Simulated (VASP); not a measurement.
# Li (Fd-3m) in VASP: further runs

The runs below take Li through single point, with RPBE.

Everything below comes from runs of VASP 6.6.1. Logs are shortened: lines on timing, memory, paths and dates and some standing lists are left out, and cuts for length are marked.

## Step 1: The cell of the first run

It takes space group Fd-3m (No. 227, cubic). The conventional cell has a = 5.753 Å, b = 5.753 Å, c = 5.753 Å, α = 90.00°, β = 90.00°, γ = 90.00°. Li (site symmetry -43m) has 4 Li at 2.49 Å within 3.3 Å.

## Step 2: Single point, RPBE (volume scaled by 0.88)

Input file INCAR:

```
  PREC = Accurate
  ENCUT = 520
  EDIFF = 1E-7
  ISMEAR = -1
  SIGMA = 0.1
  LREAL = False
  LASPH = True
  NELM = 100
  ALGO = Normal
  ISIF = 2
  LWAVE = False
  LCHARG = False
  GGA = RP
  NBANDS = 10
```

Input file KPOINTS:

```
Automatic mesh
0
Gamma
  10 10 10
```

Input file POSCAR:

```
Li
1.0
    0.0000000000      2.8766074126      2.8766074126
    2.8766074126      0.0000000000      2.8766074126
    2.8766074126      2.8766074126      0.0000000000
Li
2
Direct
    0.1250000000      0.1250000000      0.1250000000
    0.8750000000      0.8750000000      0.8750000000
```

Potentials or basis: VASP PAW PBE potentials, release 64 (Li_sv).

On the command line:

```console
$ cat potpaw_PBE.64/Li_sv/POTCAR > POTCAR
$ mpirun -np 1 vasp_std > vasp.out
```

OUTCAR:

```text
PREC = Accurate
   ENCUT = 520
   EDIFF = 1E-7
   ISMEAR = -1
   LREAL = False
   LASPH = True
   NELM = 100
   ISIF = 2
   GGA = RP

 ion  position               nearest neighbor table
   1  0.125  0.125  0.125-   2 2.49   2 2.49   2 2.49   2 2.49
   2  0.875  0.875  0.875-   1 2.49   1 2.49   1 2.49   1 2.49

  LATTYP: Found a face centered cubic cell.
 ALAT       =     5.7532148252

  Lattice vectors:

 A1 = (   0.0000000000,   2.8766074126,   2.8766074126)
 A2 = (   2.8766074126,   0.0000000000,   2.8766074126)
 A3 = (   2.8766074126,   2.8766074126,   0.0000000000)

Analysis of symmetry for initial positions (statically):
=====================================================================
 Subroutine PRICEL returns:
 Original cell was already a primitive cell.

 Routine SETGRP: Setting up the symmetry group for a
 face centered cubic supercell.

 Subroutine GETGRP returns: Found 48 space group operations
 (whereof 12 operations were pure point group operations)
 out of a pool of 48 trial point group operations.

The static configuration has the point symmetry D_3d.
 The point group associated with its full space group is O_h .

Analysis of symmetry for dynamics (positions and initial velocities):
=====================================================================
 Subroutine PRICEL returns:
 Original cell was already a primitive cell.

 Routine SETGRP: Setting up the symmetry group for a
 face centered cubic supercell.

 Subroutine GETGRP returns: Found 48 space group operations
 (whereof 12 operations were pure point group operations)
 out of a pool of 48 trial point group operations.

The dynamic configuration has the point symmetry D_3d.
 The point group associated with its full space group is O_h .

 Subroutine INISYM returns: Found 48 space group operations
 (whereof 12 operations are pure point group operations),
 and found     1 'primitive' translations

----------------------------------------------------------------------------------------

                                     Primitive cell

  volume of cell :      47.6071

  direct lattice vectors                    reciprocal lattice vectors
     0.000000000  2.876607413  2.876607413    -0.173815863  0.173815863  0.173815863
     2.876607413  0.000000000  2.876607413     0.173815863 -0.173815863  0.173815863
     2.876607413  2.876607413  0.000000000     0.173815863  0.173815863 -0.173815863

  length of vectors
     4.068137217  4.068137217  4.068137217     0.301057906  0.301057906  0.301057906

  position of ions in fractional coordinates (direct lattice)
     0.125000000  0.125000000  0.125000000
     0.875000000  0.875000000  0.875000000

  ion indices of the primitive-cell ions
   primitive index   ion index
                 1           1
                 2           2

----------------------------------------------------------------------------------------

 KPOINTS: Automatic mesh

Automatic generation of k-mesh.
 Grid dimensions read from file:
 generate k-points for:   10   10   10

 Generating k-lattice:

  Cartesian coordinates                     Fractional coordinates (reciprocal lattice)
    -0.017381586  0.017381586  0.017381586     0.100000000  0.000000000  0.000000000
     0.017381586 -0.017381586  0.017381586     0.000000000  0.100000000  0.000000000
     0.017381586  0.017381586 -0.017381586     0.000000000  0.000000000  0.100000000

  Length of vectors
     0.030105791  0.030105791  0.030105791

  Shift w.r.t. Gamma in fractional coordinates (k-lattice)
     0.000000000  0.000000000  0.000000000

 Subroutine IBZKPT returns following result:
 ===========================================

 Found     47 irreducible k-points:

 Following reciprocal coordinates:
            Coordinates               Weight
  0.000000  0.000000  0.000000      1.000000
  0.100000  0.000000  0.000000      8.000000
  0.200000  0.000000  0.000000      8.000000
  0.300000  0.000000  0.000000      8.000000
  0.400000  0.000000  0.000000      8.000000
  0.500000  0.000000  0.000000      4.000000
[... 51 lines left out ...]
      7       8.4481      0.00000
      8       8.4482      0.00000
      9       9.4842      0.00000
     10      10.6283      0.00000

 k-point     4 :       0.3000    0.0000    0.0000
  band No.  band energies     occupation
      1     -47.5130      2.00000
      2     -47.4457      2.00000
      3      -2.0955      2.00000
      4       2.2343      0.00000
      5       5.1863      0.00000
      6       5.1864      0.00000
      7       8.2785      0.00000
      8       8.2785      0.00000
      9      10.0528      0.00000
     10      10.1908      0.00000

 k-point     5 :       0.4000    0.0000    0.0000
  band No.  band energies     occupation
      1     -47.5060      2.00000
      2     -47.4525      2.00000
      3      -1.4134      2.00000
      4       0.9581      0.01673
      5       4.9920      0.00000
      6       4.9922      0.00000
      7       7.9131      0.00000
      8       7.9132      0.00000
      9       9.7259      0.00000
     10      10.5970      0.00000

 k-point     6 :       0.5000    0.0000    0.0000
  band No.  band energies     occupation
      1     -47.5028      2.00000
      2     -47.4556      2.00000
      3      -0.8725      2.00000
      4       0.2165      1.86691
      5       4.9314      0.00000
      6       4.9316      0.00000
      7       7.7625      0.00000
      8       7.7625      0.00000
      9       9.6191      0.00000
     10      10.7355      0.00000
[... 183 lines left out ...]
 k-point    21 :      -0.3000    0.2000    0.0000
  band No.  band energies     occupation
      1     -47.5028      2.00000
      2     -47.4557      2.00000
      3      -1.2754      2.00000
      4       1.6837      0.00001
      5       2.9507      0.00000
      6       4.6764      0.00000
      7       7.5486      0.00000
      8       9.2548      0.00000
      9      10.9380      0.00000
     10      11.2323      0.00000

 k-point    22 :      -0.2000    0.2000    0.0000
  band No.  band energies     occupation
      1     -47.5102      2.00000
      2     -47.4485      2.00000
      3      -1.9161      2.00000
      4       2.9710      0.00000
      5       3.0274      0.00000
      6       5.3132      0.00000
      7       8.1518      0.00000
      8       8.8723      0.00000
      9      10.2381      0.00000
     10      10.4049      0.00000

 k-point    23 :       0.3000    0.3000    0.0000
  band No.  band energies     occupation
      1     -47.5070      2.00000
      2     -47.4516      2.00000
      3      -1.7528      2.00000
      4       3.4697      0.00000
      5       3.4698      0.00000
      6       3.9153      0.00000
      7       6.8020      0.00000
      8       6.8393      0.00000
      9      11.9553      0.00000
     10      11.9555      0.00000

 k-point    24 :       0.4000    0.3000    0.0000
  band No.  band energies     occupation
      1     -47.5001      2.00000
      2     -47.4583      2.00000
      3      -1.2230      2.00000
      4       2.7054      0.00000
      5       3.0855      0.00000
      6       3.2543      0.00000
      7       6.6538      0.00000
      8       7.2522      0.00000
      9      12.1263      0.00000
     10      12.6902      0.00000

 [... further k-points ...]
[... 5 lines left out ...]
  --------------------------------------------------------------------------------------
  -------------------------------------------------------------------------------------
  Total        0.2213627      0.2213627      0.2213627     -0.0000000     -0.0000000      0.0000000
  in kB        7.4497776      7.4497776      7.4497776     -0.0000000     -0.0000000      0.0000000
  external PRESSURE =       7.4497776 kB  Pullay stress =       0.0000000 kB

 VOLUME and BASIS-vectors are now :
 -----------------------------------------------------------------------------
  energy-cutoff  :      520.00
  volume of cell :       47.61
      direct lattice vectors                 reciprocal lattice vectors
     0.000000000  2.876607413  2.876607413    -0.173815863  0.173815863  0.173815863
     2.876607413  0.000000000  2.876607413     0.173815863 -0.173815863  0.173815863
     2.876607413  2.876607413  0.000000000     0.173815863  0.173815863 -0.173815863

 POSITION                                       TOTAL-FORCE (eV/Angst)
 -----------------------------------------------------------------------------------
      0.71915      0.71915      0.71915         0.000000      0.000000      0.000000
      5.03406      5.03406      5.03406        -0.000000     -0.000000     -0.000000
 -----------------------------------------------------------------------------------
    total drift:                                0.000000      0.000000      0.000000

  FREE ENERGIE OF THE ION-ELECTRON SYSTEM (eV)
  ---------------------------------------------------
  free  energy   TOTEN  =        -2.6023619835 eV

  energy  without entropy=       -2.5786891751  energy(sigma->0) =       -2.59052558
```

It took 11 s on 1 thread of AMD EPYC 9R45 (Zen 5), shared host; peak memory 0.13 GiB.

What came out:

```
Free energy            : -2.6024 eV
Band gap on the k mesh : zero (band 3 reaches 0.95 eV, above the bottom of band 4 at 0.22 eV)
```

Caveat: the cell differs from its parent crystal (volume scaled by 0.88); the cutoff is under 1.25 times the usual one of these potentials, so pressure, stress and relaxed cells hold a basis-set (Pulay) error; the PAW data sets were made with another functional, which shifts forces and pressure a little.

## Step 3: Single point, RPBE (volume scaled by 0.92)

Input file INCAR:

```
SYSTEM = Li
PREC = Accurate ; ENCUT = 520
EDIFF = 1E-6 ; ISMEAR = -1
SIGMA = 0.1 ; LREAL = .False.
LASPH = .True. ; NELM = 60
ALGO = Normal ; ISIF = 2
LWAVE = .False. ; LCHARG = .False.
GGA = RP ; NBANDS = 10
```

Input file KPOINTS:

```
Automatic mesh
0
Gamma
  10 10 10
  0 0 0
```

Input file POSCAR:

```
Li
1.0
    0.0000000000      2.9195481824      2.9195481824
    2.9195481824      0.0000000000      2.9195481824
    2.9195481824      2.9195481824      0.0000000000
Li
2
Direct
    0.1250000000      0.1250000000      0.1250000000
    0.8750000000      0.8750000000      0.8750000000
```

Potentials or basis: VASP PAW PBE potentials, release 64 (Li_sv).

On the command line:

```console
$ cat potpaw_PBE.64/Li_sv/POTCAR > POTCAR
$ mpirun -np 1 vasp_std > vasp.out
```

Wall time 9.9 s (1 thread of AMD EPYC 9R45 (Zen 5), shared host); peak memory 0.13 GiB.

It converged, with:

| Quantity | Value |
| --- | --- |
| Free energy | -2.6114 eV |
| Band gap on the k mesh | zero (band 3 reaches 0.83 eV, above the bottom of band 4 at 0.04 eV) |

Levels at points of the mesh, in eV from the Fermi level:
```csv
k point,band 1,band 2,band 3,band 4,band 5,band 6,band 7
"(0.00, 0.00, 0.00)",-48.00,-47.91,-3.41,5.74,5.75,5.75,6.83
"(0.50, 0.00, 0.00)",-47.98,-47.93,-1.28,-0.30,4.34,4.34,7.12
"(0.50, 0.50, 0.00)",-47.95,-47.95,0.09,0.09,2.28,2.28,5.77
```

Caveat: the cell differs from its parent crystal (volume scaled by 0.92); the cutoff is under 1.25 times the usual one of these potentials, so pressure, stress and relaxed cells hold a basis-set (Pulay) error; the PAW data sets were made with another functional, which shifts forces and pressure a little.

## Step 4: Single point, RPBE (volume scaled by 0.96)

Input file INCAR:

```
SYSTEM = Li
  PREC = Accurate
  ENCUT = 520
  EDIFF = 1E-6
  ISMEAR = -1
  SIGMA = 0.1
  LREAL = .FALSE.
  LASPH = .TRUE.
  NELM = 100
  ALGO = Normal
  ISIF = 2
  LWAVE = .FALSE.
  LCHARG = .FALSE.
  GGA = RP
  NBANDS = 10
```

Input file KPOINTS:

```
Automatic mesh
0
G
  10 10 10
  0 0 0
```

Input file POSCAR:

```
Li
1.0
    0.0000000000      2.9612616493      2.9612616493
    2.9612616493      0.0000000000      2.9612616493
    2.9612616493      2.9612616493      0.0000000000
Li
2
Direct
    0.1250000000      0.1250000000      0.1250000000
    0.8750000000      0.8750000000      0.8750000000
```

On the command line:

```console
$ cat potpaw_PBE.64/Li_sv/POTCAR > POTCAR
$ mpirun -np 1 vasp_std > vasp.out
```

Run time: 9.9 s. Hardware: 1 thread of AMD EPYC 9R45 (Zen 5), shared host; peak memory 0.14 GiB.

The run converged. Its results:

| Quantity | Value |
| --- | --- |
| Free energy | -2.6166 eV |
| Band gap on the k mesh | zero (band 3 reaches 0.71 eV, above the bottom of band 4 at -0.12 eV) |

Levels at points of the mesh, in eV from the Fermi level:
```csv
k point,band 1,band 2,band 3,band 4,band 5,band 6,band 7,band 8
"(0.00, 0.00, 0.00)",-47.99,-47.92,-3.33,5.59,5.59,5.59,6.67,6.67
"(0.50, 0.00, 0.00)",-47.97,-47.94,-1.21,-0.32,4.23,4.23,6.96,6.96
"(0.50, 0.50, 0.00)",-47.95,-47.95,0.09,0.09,2.24,2.24,5.60,5.60
```

Caveat: the cell differs from its parent crystal (volume scaled by 0.96); the cutoff is under 1.25 times the usual one of these potentials, so pressure, stress and relaxed cells hold a basis-set (Pulay) error; the PAW data sets were made with another functional, which shifts forces and pressure a little.

## Step 5: Single point, RPBE

This run uses another cell than the first one, of 27.05 Å³/atom, 1.136 times its volume.

Input file INCAR:

```
ALGO = Normal
EDIFF = 1E-7
ENCUT = 520
GGA = RP
ISIF = 2
ISMEAR = -1
LASPH = T
LCHARG = F
LREAL = F
LWAVE = F
NBANDS = 10
NELM = 100
PREC = Accurate
SIGMA = 0.1
```

Input file KPOINTS:

```
k-points
0
Gamma
  10 10 10
```

Input file POSCAR:

```
Li
1.0
    0.0000000000      3.0018319188      3.0018319188
    3.0018319188      0.0000000000      3.0018319188
    3.0018319188      3.0018319188      0.0000000000
Li
2
Direct
    0.1250000000      0.1250000000      0.1250000000
    0.8750000000      0.8750000000      0.8750000000
```

On the command line:

```console
$ cat potpaw_PBE.64/Li_sv/POTCAR > POTCAR
$ mpirun -np 1 vasp_std > vasp.out
```

Wall time 12 s (1 thread of AMD EPYC 9R45 (Zen 5), shared host); peak memory 0.14 GiB.

The run converged. Its results:

- Free energy: -2.6185 eV
- Band gap on the k mesh: zero (band 3 reaches 0.60 eV, above the bottom of band 4 at -0.27 eV)

Levels at points of the mesh, in eV from the Fermi level:
```csv
k point,band 1,band 2,band 3,band 4,band 5,band 6,band 7,band 8
"(0.00, 0.00, 0.00)",-47.99,-47.93,-3.26,5.45,5.45,5.45,6.52,6.52
"(0.50, 0.00, 0.00)",-47.97,-47.94,-1.14,-0.35,4.13,4.13,6.81,6.81
"(0.50, 0.50, 0.00)",-47.96,-47.96,0.09,0.09,2.20,2.20,5.45,5.45
```

Caveat: the cutoff is under 1.25 times the usual one of these potentials, so pressure, stress and relaxed cells hold a basis-set (Pulay) error; the PAW data sets were made with another functional, which shifts forces and pressure a little.

## Step 6: Single point, RPBE (volume scaled by 1.04)

Input file INCAR:

```
  PREC = Accurate
  ENCUT = 520
  EDIFF = 1E-6
  ISMEAR = -1
  SIGMA = 0.1
  LREAL = F
  LASPH = T
  NELM = 100
  ALGO = Normal
  ISIF = 2
  LWAVE = F
  LCHARG = T
  GGA = RP
  LELF = T
  LVHAR = T
  NBANDS = 10
```

Input file KPOINTS:

```
regular mesh
0
Gamma
  10 10 10
```

Input file POSCAR:

```
Li
1.0
    0.0000000000      3.0413342372      3.0413342372
    3.0413342372      0.0000000000      3.0413342372
    3.0413342372      3.0413342372      0.0000000000
Li
2
Direct
    0.1250000000      0.1250000000      0.1250000000
    0.8750000000      0.8750000000      0.8750000000
```

Potentials or basis: VASP PAW PBE potentials, release 64 (Li_sv).

On the command line:

```console
$ cat potpaw_PBE.64/Li_sv/POTCAR > POTCAR
$ mpirun -np 1 vasp_std > vasp.out
```

Wall time 11 s (1 thread of AMD EPYC 9R45 (Zen 5), shared host); peak memory 0.14 GiB.

Results (log left out):

```yaml
Free_energy: -2.6175 eV
Band_gap_on_the_k_mesh: zero (band 3 reaches 0.50 eV, above the bottom of band 4 at -0.40 eV)
```

Levels at points of the mesh, in eV from the Fermi level:
```tsv
k point	band 1	band 2	band 3	band 4	band 5	band 6
(0.00, 0.00, 0.00)	-47.99	-47.94	-3.19	5.32	5.32	5.32
(0.50, 0.00, 0.00)	-47.98	-47.95	-1.08	-0.38	4.03	4.03
(0.50, 0.50, 0.00)	-47.97	-47.97	0.10	0.10	2.17	2.17
```

Caveat: the cell differs from its parent crystal (volume scaled by 1.04); the cutoff is under 1.25 times the usual one of these potentials, so pressure, stress and relaxed cells hold a basis-set (Pulay) error; the PAW data sets were made with another functional, which shifts forces and pressure a little.

## Step 7: Single point, RPBE (volume scaled by 1.08)

Input file INCAR:

```
SYSTEM = Li
ALGO = Normal
EDIFF = 1E-6
ENCUT = 520
GGA = RP
ISIF = 2
ISMEAR = -1
LASPH = .TRUE.
LCHARG = .FALSE.
LREAL = .FALSE.
LWAVE = .FALSE.
NBANDS = 10
NELM = 100
PREC = Accurate
SIGMA = 0.1
```

Input file KPOINTS:

```
k-points
0
G
  10 10 10
  0 0 0
```

Input file POSCAR:

```
Li
1.0
    0.0000000000      3.0798362263      3.0798362263
    3.0798362263      0.0000000000      3.0798362263
    3.0798362263      3.0798362263      0.0000000000
Li
2
Direct
    0.1250000000      0.1250000000      0.1250000000
    0.8750000000      0.8750000000      0.8750000000
```

On the command line:

```console
$ cat potpaw_PBE.64/Li_sv/POTCAR > POTCAR
$ mpirun -np 1 vasp_std > vasp.out
```

Wall time 10 s (1 thread of AMD EPYC 9R45 (Zen 5), shared host); peak memory 0.14 GiB.

The run converged. Its results:

```
Free energy            : -2.6141 eV
Band gap on the k mesh : zero (band 3 reaches 0.40 eV, above the bottom of band 4 at -0.53 eV)
```

Levels at points of the mesh, in eV from the Fermi level:
```tsv
k point	band 1	band 2	band 3	band 4	band 5	band 6	band 7
(0.00, 0.00, 0.00)	-48.00	-47.95	-3.12	5.19	5.19	5.19	6.24
(0.50, 0.00, 0.00)	-47.99	-47.96	-1.03	-0.40	3.94	3.94	6.54
(0.50, 0.50, 0.00)	-47.97	-47.97	0.10	0.10	2.13	2.13	5.17
```

Caveat: the cell differs from its parent crystal (volume scaled by 1.08); the cutoff is under 1.25 times the usual one of these potentials, so pressure, stress and relaxed cells hold a basis-set (Pulay) error; the PAW data sets were made with another functional, which shifts forces and pressure a little.

## Step 8: Overview

| cell | gap on the mesh (eV) |
| --- | --- |
| a = 4.068 Å, angles 60.0°, 2 atoms | none |
| a = 4.129 Å, angles 60.0°, 2 atoms | none |
| a = 4.188 Å, angles 60.0°, 2 atoms | none |
| a = 4.245 Å, angles 60.0°, 2 atoms | none |
| a = 4.301 Å, angles 60.0°, 2 atoms | none |
| a = 4.356 Å, angles 60.0°, 2 atoms | none |

Alike in all rows: task single point; level RPBE; potentials or basis VASP PAW PBE potentials, release 64 (Li_sv); no spin polarisation; k mesh 10 × 10 × 10; cutoff (eV) 520; smearing fermi-dirac 0.1 eV.

Caveats: the cutoff is under 1.25 times the usual one of these potentials, so pressure, stress and relaxed cells hold a basis-set (Pulay) error; the PAW data sets were made with another functional, which shifts forces and pressure a little.

Total energies depend on the potentials used, so only differences within one code and one set of settings carry meaning.
